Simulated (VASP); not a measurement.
Input of a VASP 6.6.1 run:

File POSCAR:

```
RbBr
1.0
    0.0000000000      3.4608320474      3.4608320474
    3.4608320474      0.0000000000      3.4608320474
    3.4608320474      3.4608320474      0.0000000000
Rb Br
1 1
Direct
    0.0000000000      0.0000000000      0.0000000000
    0.5000000000      0.5000000000      0.5000000000
```

File INCAR.step1:

```
PREC     = Accurate       # precision mode
ENCUT    = 550            # plane-wave cutoff, eV
ISMEAR   = 0              # smearing method
SIGMA    = 0.01           # smearing width, eV
LREAL    = False          # projectors in reciprocal space
LASPH    = True           # aspherical terms in the spheres
NELM     = 120            # most SCF steps
NBANDS   = 15             # bands
GGA      = PE             # functional
ALGO     = Normal         # electronic algorithm
EDIFF    = 1E-5           # SCF threshold, eV
LWAVE    = True           # write WAVECAR
LCHARG   = False          # write CHGCAR
GGA_COMPAT= False
```

Contents of INCAR.step2:

```
PREC     = Accurate       # precision mode
ENCUT    = 550            # plane-wave cutoff, eV
EDIFF    = 1E-6           # SCF threshold, eV
ISMEAR   = 0              # smearing method
SIGMA    = 0.01           # smearing width, eV
LREAL    = False          # projectors in reciprocal space
LASPH    = True           # aspherical terms in the spheres
NELM     = 120            # most SCF steps
ALGO     = Normal         # electronic algorithm
ISIF     = 2              # what is computed and relaxed
LWAVE    = False          # write WAVECAR
LCHARG   = True           # write CHGCAR
METAGGA  = R2SCAN         # meta-GGA
LMIXTAU  = True         
LELF     = True           # ELF
LVHAR    = True         
NBANDS   = 15             # bands
ISTART   = 1            
GGA_COMPAT= False
```

File KPOINTS:

```
regular mesh
0
Gamma
  4 4 4
```

Potentials or basis: VASP PAW PBE potentials, release 64 (Rb_sv, Br).

Command:

```sh
$ cat potpaw_PBE.64/Rb_sv/POTCAR potpaw_PBE.64/Br/POTCAR > POTCAR
$ cp INCAR.step1 INCAR
$ mpirun -np 1 vasp_std > vasp.out
$ cp INCAR.step2 INCAR
$ mpirun -np 1 vasp_std > vasp.out
```

(1) Predict the band gap on the k mesh.

(2) What does it give for the pressure?

Results:

(1) 4.89 eV.

(2) 0.0 GPa.

Caveat: the PAW data sets were made with another functional, which shifts forces and pressure a little.
